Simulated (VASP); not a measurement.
Input of a VASP 6.6.1 run:

The input INCAR:

```
ALGO     = Normal         # electronic algorithm
EDIFF    = 1E-6           # SCF threshold, eV
ENCUT    = 520            # plane-wave cutoff, eV
GGA      = PS             # functional
ISIF     = 2              # what is computed and relaxed
ISMEAR   = -1             # smearing method
LASPH    = T              # aspherical terms in the spheres
LCHARG   = F              # write CHGCAR
LREAL    = F              # projectors in reciprocal space
LWAVE    = F              # write WAVECAR
NBANDS   = 12             # bands
NELM     = 60             # most SCF steps
PREC     = Accurate       # precision mode
SIGMA    = 0.08           # smearing width, eV
```

Contents of KPOINTS:

```
k-points
0
Gamma
  14 14 8
```

Contents of POSCAR:

```
As
1.0
    2.4672614336      0.0000000000      0.0000000000
   -1.2336307168      2.1367110793      0.0000000000
    0.0000000000      0.0000000000      4.0491113200
As
2
Direct
    0.3333333333      0.6666666667      0.2500000000
    0.6666666667      0.3333333333      0.7500000000
```

Potentials or basis: VASP PAW PBE potentials, release 64 (As).

The run is started by

```console
$ cat potpaw_PBE.64/As/POTCAR > POTCAR
$ mpirun -np 1 vasp_std > vasp.out
```

Question: What does it give for the band gap on the k mesh?

Answer: Zero (band 5 reaches 24.72 eV, above the bottom of band 6 at 8.29 eV).

Question: What does it give for the pressure?

Answer: 163.0 GPa.

Stress tensor (GPa, compression positive):
```
163.07   0.00   0.00
  0.00 163.07   0.00
  0.00   0.00 162.88
```

Caveat: the PAW data sets were made with another functional, which shifts forces and pressure a little.
